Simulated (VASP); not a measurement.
# Ir2O3: single point with PBE

The system is Ir2O3.

```
CELL_PARAMETERS angstrom
4.83888 0.00000 0.00000
0.00000 4.83888 0.00000
0.00000 0.00000 4.83888
ATOMIC_POSITIONS crystal
Ir 0.25000 0.25000 0.25000
Ir 0.75000 0.75000 0.25000
Ir 0.75000 0.25000 0.75000
Ir 0.25000 0.75000 0.75000
O 0.50000 0.00000 0.00000
O 0.00000 0.50000 0.00000
O 0.00000 0.00000 0.50000
O 0.50000 0.50000 0.00000
O 0.50000 0.00000 0.50000
O 0.00000 0.50000 0.50000
```

- Program: VASP 6.6.1
- Task: single point
- Functional: PBE
- Potentials or basis: VASP PAW PBE potentials, release 64 (Ir, O)
- Cutoff: 520 eV
- k mesh: 12 × 12 × 12
- Occupations: fermi-dirac, width 0.0612256 eV
- Spin: no spin polarisation
- Dipole correction: no
- Further INCAR settings: ALGO = Normal; EDIFF = 1e-07; NBANDS = 47

- Pressure: -3.6 GPa
- Band gap on the k mesh: 0.16 eV, direct

Levels at points of the mesh, in eV from the valence-band top:
```csv
k point,band 33,band 34,band 35,band 36,band 37,band 38,band 39,band 40
"(0.00, 0.00, 0.00)",-1.25,0.00,0.00,0.00,0.16,0.16,2.01,2.01
"(0.50, 0.00, 0.00)",-0.77,-0.77,-0.15,-0.15,0.77,0.77,1.92,1.92
"(0.50, 0.50, 0.00)",-0.63,-0.63,-0.46,-0.46,1.34,1.34,1.58,1.58
"(0.50, 0.50, 0.50)",-1.55,-0.34,-0.34,-0.34,0.24,0.24,0.24,3.06
```

Wall time 9.2 min on 1 thread of Oxide Virtual Turin-like Processor, with other jobs on the host, peak memory 0.4 GiB.

Caveat: spin-orbit coupling is left out, which moves the levels of the heavy elements. A k mesh can miss the band edges.
